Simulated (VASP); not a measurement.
# SiN (Fm-3m) in VASP: a series of runs

The runs below take SiN through single point, relaxation of cell and atoms, with PBE.

Program: VASP 6.6.1. These are calculated values, not measurements. Logs are shortened: lines on timing, memory, paths and dates and some standing lists are left out, and cuts for length are marked.

### Step 1. The cell of the first run

Symmetry: Fm-3m, No. 225, cubic system. The conventional cell has a = 4.258 Å, b = 4.258 Å, c = 4.258 Å, α = 90.00°, β = 90.00°, γ = 90.00°. Si (site symmetry m-3m) has 6 N at 2.13 Å within 2.8 Å. N (site symmetry m-3m) has 6 Si at 2.13 Å within 2.8 Å.

### Step 2. Single point, PBE

Contents of INCAR:

```
PREC     = Accurate       # precision mode
ENCUT    = 520            # plane-wave cutoff, eV
EDIFF    = 1E-6           # SCF threshold, eV
ISMEAR   = -1             # smearing method
SIGMA    = 0.15           # smearing width, eV
LREAL    = F              # projectors in reciprocal space
LASPH    = T              # aspherical terms in the spheres
NELM     = 100            # most SCF steps
ALGO     = Normal         # electronic algorithm
ISIF     = 2              # what is computed and relaxed
LWAVE    = F              # write WAVECAR
LCHARG   = T              # write CHGCAR
GGA      = PE             # functional
LELF     = T              # ELF
LVHAR    = T            
NBANDS   = 12             # bands
```

Contents of KPOINTS:

```
Automatic mesh
0
Gamma
  16 16 16
```

Contents of POSCAR:

```
SiN
1.0
    0.0000000000      2.1292453323      2.1292453323
    2.1292453323      0.0000000000      2.1292453323
    2.1292453323      2.1292453323      0.0000000000
Si N
1 1
Direct
    0.0000000000      0.0000000000      0.0000000000
    0.5000000000      0.5000000000      0.5000000000
```

Potentials or basis: VASP PAW PBE potentials, release 64 (Si, N).

Run with:

```console
> cat potpaw_PBE.64/Si/POTCAR potpaw_PBE.64/N/POTCAR > POTCAR
> mpirun -np 1 vasp_std > vasp.out
```

OUTCAR:

```text
PREC = Accurate
   ENCUT = 520
   EDIFF = 1E-6
   ISMEAR = -1
   LREAL = F
   LASPH = T
   NELM = 100
   ISIF = 2
   GGA = PE

 ion  position               nearest neighbor table
   1  0.000  0.000  0.000-   2 2.13   2 2.13   2 2.13   2 2.13   2 2.13   2 2.13
   2  0.500  0.500  0.500-   1 2.13   1 2.13   1 2.13   1 2.13   1 2.13   1 2.13

  LATTYP: Found a face centered cubic cell.
 ALAT       =     4.2584906646

  Lattice vectors:

 A1 = (   0.0000000000,   2.1292453323,   2.1292453323)
 A2 = (   2.1292453323,   0.0000000000,   2.1292453323)
 A3 = (   2.1292453323,   2.1292453323,   0.0000000000)

Analysis of symmetry for initial positions (statically):
=====================================================================
 Subroutine PRICEL returns:
 Original cell was already a primitive cell.

 Routine SETGRP: Setting up the symmetry group for a
 face centered cubic supercell.

 Subroutine GETGRP returns: Found 48 space group operations
 (whereof 48 operations were pure point group operations)
 out of a pool of 48 trial point group operations.

The static configuration has the point symmetry O_h .

Analysis of symmetry for dynamics (positions and initial velocities):
=====================================================================
 Subroutine PRICEL returns:
 Original cell was already a primitive cell.

 Routine SETGRP: Setting up the symmetry group for a
 face centered cubic supercell.

 Subroutine GETGRP returns: Found 48 space group operations
 (whereof 48 operations were pure point group operations)
 out of a pool of 48 trial point group operations.

The dynamic configuration has the point symmetry O_h .

 Subroutine INISYM returns: Found 48 space group operations
 (whereof 48 operations are pure point group operations),
 and found     1 'primitive' translations

----------------------------------------------------------------------------------------

                                     Primitive cell

  volume of cell :      19.3067

  direct lattice vectors                    reciprocal lattice vectors
     0.000000000  2.129245332  2.129245332    -0.234824983  0.234824983  0.234824983
     2.129245332  0.000000000  2.129245332     0.234824983 -0.234824983  0.234824983
     2.129245332  2.129245332  0.000000000     0.234824983  0.234824983 -0.234824983

  length of vectors
     3.011207627  3.011207627  3.011207627     0.406728802  0.406728802  0.406728802

  position of ions in fractional coordinates (direct lattice)
     0.000000000  0.000000000  0.000000000
     0.500000000  0.500000000  0.500000000

  ion indices of the primitive-cell ions
   primitive index   ion index
                 1           1
                 2           2

----------------------------------------------------------------------------------------

 KPOINTS: Automatic mesh

Automatic generation of k-mesh.
 Grid dimensions read from file:
 generate k-points for:   16   16   16

 Generating k-lattice:

  Cartesian coordinates                     Fractional coordinates (reciprocal lattice)
    -0.014676561  0.014676561  0.014676561     0.062500000  0.000000000  0.000000000
     0.014676561 -0.014676561  0.014676561     0.000000000  0.062500000  0.000000000
     0.014676561  0.014676561 -0.014676561     0.000000000  0.000000000  0.062500000

  Length of vectors
     0.025420550  0.025420550  0.025420550

  Shift w.r.t. Gamma in fractional coordinates (k-lattice)
     0.000000000  0.000000000  0.000000000

 Subroutine IBZKPT returns following result:
 ===========================================

 Found    145 irreducible k-points:

 Following reciprocal coordinates:
            Coordinates               Weight
  0.000000  0.000000  0.000000      1.000000
  0.062500  0.000000  0.000000      8.000000
  0.125000  0.000000  0.000000      8.000000
  0.187500  0.000000  0.000000      8.000000
  0.250000  0.000000  0.000000      8.000000
  0.312500  0.000000  0.000000      8.000000
[... 16 lines left out ...]
 -0.125000  0.062500  0.000000     24.000000
 -0.062500  0.062500  0.000000     12.000000
 [... further k-points ...]
   k-points           NKPTS =    145   k-points in BZ     NKDIM =    145   number of bands    NBANDS=     12
   number of dos      NEDOS =    301   number of ions     NIONS =      2
   total plane-waves  NPLWV =  13824
   dimension x,y,z NGX =    24 NGY =   24 NGZ =   24
   dimension x,y,z NGXF=    48 NGYF=   48 NGZF=   48
   ions per type =               1   1
   NGX,Y,Z   is equivalent  to a cutoff of  13.25, 13.25, 13.25 a.u.
   NGXF,Y,Z  is equivalent  to a cutoff of  26.50, 26.50, 26.50 a.u.
 SYSTEM =  unknown system
   PREC   = accura    normal or accurate (medium, high low for compatibility)
   ISTART =      0    job   : 0-new  1-cont  2-samecut
   ICHARG =      2    charge: 1-file 2-atom 10-const
   ISPIN  =      1    spin polarized calculation?
   LNONCOLLINEAR =      F non collinear calculations
   LSORBIT =      F    spin-orbit coupling
   LASPH  =      T    aspherical Exc in radial PAW
   ENCUT  =  520.0 eV  38.22 Ry    6.18 a.u.   5.60  5.60  5.60*2*pi/ulx,y,z
   NELM   =    100;   NELMIN=  2; NELMDL= -5     # of ELM steps
   EDIFF  = 0.1E-05   stopping-criterion for ELM
   LREAL  =      F    real-space projection
   EDIFFG = 0.1E-04   stopping-criterion for IOM
   NSW    =      0    number of steps for IOM
   IBRION =     -1    ionic relax: 0-MD 1-quasi-New 2-CG
   NFREE  =      0    steps in history (QN), initial steepest desc. (CG)
   ISIF   =      2    stress and relaxation
   ISYM   =      2    0-nonsym 1-usesym 2-fastsym
   POTIM  = 0.5000    time-step for ionic-motion
   TEBEG  =    0.0;   TEEND  =   0.0 temperature during run
   PSTRESS=    0.0 pullay stress
   NELECT =       9.0000    total number of electrons
   NUPDOWN=      -1.0000    fix difference up-down
   EMIN   =  10.00;   EMAX   =-10.00  energy-range for DOS
   EFERMI =   0.00;   METHOD = LEGACY
   ISMEAR =    -1;   SIGMA  =   0.15  broadening in eV -4-tet -1-fermi 0-gaus
   EFERMI_NEDOS =   21; number of points for ismear=-14 and -15
   IALGO  =     38    algorithm
   IMIX   =      4    mixing-type and parameters
     AMIX     =   0.40;   BMIX     =  1.00
     AMIX_MAG =   1.60;   BMIX_MAG =  1.00
  volume/ion in A,a.u.               =       9.65        65.14
  Fermi-wavevector in a.u.,A,eV,Ry     =   1.269365  2.398753 21.922909  1.611288
  Thomas-Fermi vector in A             =   2.402410
   LORBIT       =      0    0 simple, 1 ext, 2 COOP (PROOUT), +10 PAW based schemes
   GGA     = PE    functional components
[... 5 lines left out ...]
 non-spin polarized calculation
  energy-cutoff  :      520.00
  volume of cell :       19.31
 maximum number of plane-waves:       534
   NGX = 11   NGY = 11   NGZ = 11

 number of electron       8.9999998 magnetization

 Free energy of the ion-electron system (eV)
  ---------------------------------------------------
  ext. energy  EPLUGINS =         0.00000000
  ---------------------------------------------------
  free energy    TOTEN  =       -12.90323698 eV

  energy without entropy =      -12.85685968  energy(sigma->0) =      -12.88004833

 E-fermi :  11.8764     XC(G=0): -12.0205

 val. band max:       11.8413554905   @ k =  -0.3750   0.3125   0.1250
 cond. band min:      11.8828210905   @ k =  -0.3750   0.2500   0.0625
 fundamental gap:      0.0414656000
 Fermi energy:        11.8763822905

 k-point     1 :       0.0000    0.0000    0.0000
  band No.  band energies     occupation
      1      -8.6822      2.00000
      2       7.8615      2.00000
      3       7.8615      2.00000
      4       7.8615      2.00000
      5       9.6035      2.00000
      6      19.3035      0.00000
      7      19.3035      0.00000
      8      19.3035      0.00000
      9      20.4751      0.00000
     10      20.4751      0.00000
     11      20.4751      0.00000
     12      23.8461      0.00000

 k-point     2 :       0.0625    0.0000    0.0000
  band No.  band energies     occupation
      1      -8.6086      2.00000
      2       7.1666      2.00000
      3       7.8335      2.00000
      4       7.8335      2.00000
      5      10.1657      1.99998
      6      18.7119      0.00000
      7      19.2329      0.00000
      8      19.2329      0.00000
      9      20.2060      0.00000
     10      20.2060      0.00000
     11      20.7014      0.00000
     12      24.4820      0.00000

 k-point     3 :       0.1250    0.0000    0.0000
  band No.  band energies     occupation
      1      -8.3896      2.00000
      2       5.9134      2.00000
      3       7.7570      2.00000
      4       7.7570      2.00000
      5      11.0120      1.99373
      6      17.8044      0.00000
      7      18.5647      0.00000
      8      18.5647      0.00000
      9      20.3744      0.00000
     10      20.3744      0.00000
     11      20.7936      0.00000
     12      25.8514      0.00000

 k-point     4 :       0.1875    0.0000    0.0000
  band No.  band energies     occupation
      1      -8.0323      2.00000
      2       4.5328      2.00000
      3       7.6505      2.00000
      4       7.6505      2.00000
      5      11.6896      1.55305
      6      17.0897      0.00000
      7      17.6179      0.00000
      8      17.6179      0.00000
      9      20.7364      0.00000
     10      21.0892      0.00000
     11      21.0892      0.00000
     12      27.4703      0.00000

 k-point     5 :       0.2500    0.0000    0.0000
  band No.  band energies     occupation
      1      -7.5512      2.00000
      2       3.1340      2.00000
      3       7.5361      2.00000
      4       7.5361      2.00000
      5      12.0922      0.38344
      6      16.6588      0.00000
      7      16.7402      0.00000
      8      16.7402      0.00000
      9      20.7362      0.00000
     10      22.0944      0.00000
     11      22.0944      0.00000
     12      29.1509      0.00000
[... 228 lines left out ...]
      1      -7.3084      2.00000
      2       2.6932      2.00000
      3       6.9361      2.00000
      4       7.6851      2.00000
      5      12.4522      0.04213
      6      15.8709      0.00000
      7      16.1892      0.00000
      8      17.1148      0.00000
      9      21.0951      0.00000
     10      21.8643      0.00000
     11      23.4025      0.00000
     12      28.9709      0.00000

 k-point    22 :      -0.1875    0.0625    0.0000
  band No.  band energies     occupation
      1      -7.8227      2.00000
      2       4.0361      2.00000
      3       7.0930      2.00000
      4       7.8025      2.00000
      5      12.1064      0.35494
      6      16.6247      0.00000
      7      16.9593      0.00000
      8      17.3833      0.00000
      9      20.8197      0.00000
     10      21.1330      0.00000
     11      22.3817      0.00000
     12      27.2832      0.00000

 k-point    23 :      -0.1250    0.0625    0.0000
  band No.  band energies     occupation
      1      -8.2214      2.00000
      2       5.3495      2.00000
      3       7.3024      2.00000
      4       7.8761      2.00000
      5      11.5047      1.84515
      6      17.4500      0.00000
      7      17.8984      0.00000
      8      17.9142      0.00000
      9      20.0301      0.00000
     10      21.2151      0.00000
     11      21.5254      0.00000
     12      25.7594      0.00000

 k-point    24 :      -0.0625    0.0625    0.0000
  band No.  band energies     occupation
      1      -8.4865      2.00000
      2       6.4865      2.00000
      3       7.5654      2.00000
      4       7.8888      2.00000
      5      10.7519      1.99889
      6      18.2521      0.00000
      7      18.5765      0.00000
      8      18.9861      0.00000
      9      19.5511      0.00000
     10      20.8648      0.00000
     11      21.0770      0.00000
     12      24.6937      0.00000

 [... further k-points ...]
[... 5 lines left out ...]
  --------------------------------------------------------------------------------------
  -------------------------------------------------------------------------------------
  Total       -0.0003642     -0.0003642     -0.0003642     -0.0000000     -0.0000000      0.0000000
  in kB       -0.0302251     -0.0302251     -0.0302251     -0.0000000     -0.0000000      0.0000000
  external PRESSURE =      -0.0302251 kB  Pullay stress =       0.0000000 kB

 VOLUME and BASIS-vectors are now :
 -----------------------------------------------------------------------------
  energy-cutoff  :      520.00
  volume of cell :       19.31
      direct lattice vectors                 reciprocal lattice vectors
     0.000000000  2.129245332  2.129245332    -0.234824983  0.234824983  0.234824983
     2.129245332  0.000000000  2.129245332     0.234824983 -0.234824983  0.234824983
     2.129245332  2.129245332  0.000000000     0.234824983  0.234824983 -0.234824983

 POSITION                                       TOTAL-FORCE (eV/Angst)
 -----------------------------------------------------------------------------------
      0.00000      0.00000      0.00000        -0.000000      0.000000      0.000000
      2.12925      2.12925      2.12925         0.000000     -0.000000     -0.000000
 -----------------------------------------------------------------------------------
    total drift:                               -0.000000     -0.000000      0.000000

  FREE ENERGIE OF THE ION-ELECTRON SYSTEM (eV)
  ---------------------------------------------------
  free  energy   TOTEN  =       -12.9032369813 eV

  energy  without entropy=      -12.8568596760  energy(sigma->0) =      -12.88004833
```

Run time: 16 s. Hardware: 1 thread of Intel Xeon Platinum 8259CL at 2.50GHz (Skylake/Cascade Lake), shared host; peak memory 0.15 GiB.

Results:

```
Free energy : -12.9032 eV
Pressure    : 0.0 GPa
```

### Step 3. Relaxation of cell and atoms, PBE

Contents of INCAR:

```
SYSTEM = SiN
  PREC = Accurate
  ENCUT = 600
  EDIFF = 1E-6
  ISMEAR = 0
  SIGMA = 0.1
  LREAL = .False.
  LASPH = .True.
  NELM = 100
  ALGO = Normal
  ISIF = 3
  LWAVE = .False.
  LCHARG = .False.
  GGA = PE
  IBRION = 2
  NSW = 100
  EDIFFG = -0.005
```

Contents of KPOINTS:

```
Automatic mesh
0
Gamma
  16 16 16
  0 0 0
```

Contents of POSCAR:

```
SiN
1.0
    0.0000000000      2.1284714790      2.1284714790
    2.1284714790      0.0000000000      2.1284714790
    2.1284714790      2.1284714790      0.0000000000
Si N
1 1
Direct
    0.0000000000      0.0000000000      0.0000000000
    0.5000000000      0.5000000000      0.5000000000
```

Potentials or basis: VASP PAW PBE potentials, release 64 (Si, N).

Run with:

```console
> cat potpaw_PBE.64/Si/POTCAR potpaw_PBE.64/N/POTCAR > POTCAR
> mpirun -np 1 vasp_std > vasp.out
```

It took 11 s on 1 thread of Intel Xeon Platinum 8259CL at 2.50GHz (Skylake/Cascade Lake), shared host; peak memory 0.15 GiB.

It converged, with:

| Quantity | Value |
| --- | --- |
| Free energy | -12.8849 eV |
| Pressure after relaxing | 0.0 GPa |

Final structure:
```yaml
crystal:
  lattice:
    - [0.00000, 2.12847, 2.12847]
    - [2.12847, 0.00000, 2.12847]
    - [2.12847, 2.12847, 0.00000]
  atoms:
    - { symbol: Si, position: [0.00000, 0.00000, 0.00000] }
    - { symbol: N, position: [0.50000, 0.50000, 0.50000] }
```

Levels at points of the mesh, in eV from the Fermi level:
```
           k point  band 2  band 3  band 4  band 5  band 6  band 7  band 8
(0.00, 0.00, 0.00)   -4.04   -4.04   -4.04   -2.29    7.41    7.41    7.41
(0.50, 0.00, 0.00)  -12.51   -4.62   -4.62    0.30    3.15    3.15    4.33
(0.50, 0.50, 0.00)  -10.82   -6.77   -6.77   -4.56    1.64    7.56    8.64
```

Caveat: the relaxation stopped at its first step, so nothing moved.

### Step 4. Relaxation of cell and atoms, PBE

Contents of INCAR:

```
SYSTEM = SiN
PREC = Accurate ; ENCUT = 600
EDIFF = 1E-6 ; ISMEAR = -1
SIGMA = 0.15 ; LREAL = .FALSE.
LASPH = .TRUE. ; NELM = 80
ALGO = Normal ; ISIF = 3
LWAVE = .FALSE. ; LCHARG = .FALSE.
GGA = PE ; IBRION = 2
NSW = 80 ; EDIFFG = -0.001
```

Contents of KPOINTS:

```
regular mesh
0
G
  16 16 16
  0 0 0
```

Contents of POSCAR:

```
SiN
1.0
    0.0000000000      2.1286858280      2.1286858280
    2.1286858280      0.0000000000      2.1286858280
    2.1286858280      2.1286858280      0.0000000000
Si N
1 1
Direct
    0.0000000000      0.0000000000      0.0000000000
    0.5000000000      0.5000000000      0.5000000000
```

Run with:

```console
> cat potpaw_PBE.64/Si/POTCAR potpaw_PBE.64/N/POTCAR > POTCAR
> mpirun -np 1 vasp_std > vasp.out
```

It took 11 s on 1 thread of Intel Xeon Platinum 8259CL at 2.50GHz (Skylake/Cascade Lake), shared host; peak memory 0.15 GiB.

Results (log left out):

| Quantity | Value |
| --- | --- |
| Free energy | -12.9053 eV |
| Pressure after relaxing | 0.0 GPa |

Final structure:
```
CELL_PARAMETERS angstrom
0.00000 2.12869 2.12869
2.12869 0.00000 2.12869
2.12869 2.12869 0.00000
ATOMIC_POSITIONS crystal
Si 0.00000 0.00000 0.00000
N 0.50000 0.50000 0.50000
```

Levels at points of the mesh, in eV from the Fermi level:
```tsv
k point	band 1	band 2	band 3	band 4	band 5	band 6	band 7	band 8
(0.00, 0.00, 0.00)	-20.57	-4.02	-4.02	-4.02	-2.27	7.42	7.42	7.42
(0.50, 0.00, 0.00)	-17.50	-12.49	-4.60	-4.60	0.31	3.17	3.17	4.35
(0.50, 0.50, 0.00)	-16.64	-10.79	-6.75	-6.75	-4.54	1.66	7.58	8.66
```

Caveat: the relaxation stopped at its first step, so nothing moved.

### Step 5. Single point, PBE, collinear spin, ferromagnetic start

This run uses another cell than the first one, of 5.92 Å³/atom, 0.613 times its volume.

Contents of INCAR:

```
PREC = Accurate ; ENCUT = 600
EDIFF = 1E-6 ; ISMEAR = 0
SIGMA = 0.1 ; LREAL = F
LASPH = T ; NELM = 200
ALGO = Normal ; ISIF = 2
LWAVE = F ; LCHARG = F
ISPIN = 2 ; MAGMOM = 0 1
LORBIT = 11 ; GGA = PE
NBANDS = 16 ; GGA_COMPAT = F
```

Contents of KPOINTS:

```
regular mesh
0
Gamma
  8 8 8
```

Contents of POSCAR:

```
SiN
1.0
    0.0000000000      1.8088130244      1.8088130244
    1.8088130244      0.0000000000      1.8088130244
    1.8088130244      1.8088130244      0.0000000000
Si N
1 1
Direct
    0.0000000000      0.0000000000      0.0000000000
    0.5000000000      0.5000000000      0.5000000000
```

Run with:

```console
> cat potpaw_PBE.64/Si/POTCAR potpaw_PBE.64/N/POTCAR > POTCAR
> mpirun -np 1 vasp_std > vasp.out
```

It took 9.2 s on 1 thread of Intel Xeon Platinum 8375C at 2.90GHz (Ice Lake), shared host; peak memory 0.13 GiB.

Results (log left out):

```yaml
Free_energy: -9.5413 eV
Pressure: 203.0 GPa
Net_moment: 0.00 μB per cell
Valence_electrons_inside_the_program's_atomic_spheres: Si 1.82; N 4.07
```

Levels at points of the mesh, in eV from the Fermi level:
Spin up:
```tsv
k point	band 1	band 2	band 3	band 4	band 5	band 6	band 7	band 8	band 9
(0.00, 0.00, 0.00)	-29.47	-7.87	-7.87	-7.87	1.96	5.04	5.04	5.04	11.66
(0.50, 0.00, 0.00)	-24.31	-19.64	-9.46	-9.46	0.03	3.15	3.15	8.99	10.21
(0.50, 0.50, 0.00)	-22.50	-18.43	-12.11	-12.11	-3.76	-3.24	10.29	12.78	12.78
```
Spin down:
| k point | band 1 | band 2 | band 3 | band 4 | band 5 | band 6 | band 7 | band 8 |
| --- | --- | --- | --- | --- | --- | --- | --- | --- |
| (0.00, 0.00, 0.00) | -29.47 | -7.87 | -7.87 | -7.87 | 1.96 | 5.04 | 5.04 | 5.04 |
| (0.50, 0.00, 0.00) | -24.31 | -19.64 | -9.46 | -9.46 | 0.03 | 3.15 | 3.15 | 8.99 |
| (0.50, 0.50, 0.00) | -22.50 | -18.43 | -12.11 | -12.11 | -3.76 | -3.24 | 10.29 | 12.78 |

Caveat: the k points lie up to 0.38 Å⁻¹ apart.

### Step 6. Overview

```csv
task,spin,cell,k mesh,cutoff (eV),smearing,gap on the mesh (eV),pressure (GPa)
single point,off,"a = 3.011 Å, angles 60.0°, 2 atoms",16 × 16 × 16,520,fermi-dirac 0.15 eV,none,0.0
relaxation of cell and atoms,off,"relaxed from a = 3.010 Å, angles 60.0°, 2 atoms",16 × 16 × 16,600,gaussian 0.1 eV,none,0.0
relaxation of cell and atoms,off,"relaxed from a = 3.010 Å, angles 60.0°, 2 atoms",16 × 16 × 16,600,fermi-dirac 0.15 eV,none,0.0
single point,"collinear, ferromagnetic start","a = 2.558 Å, angles 60.0°, 2 atoms",8 × 8 × 8,600,gaussian 0.1 eV,none,203.0
```

Alike in all rows: level PBE; potentials or basis VASP PAW PBE potentials, release 64 (Si, N).

Caveats: some runs use coarse meshes; the relaxation stopped at its first step, so nothing moved (some runs).

Total energies depend on the potentials used, so only differences within one code and one set of settings carry meaning.
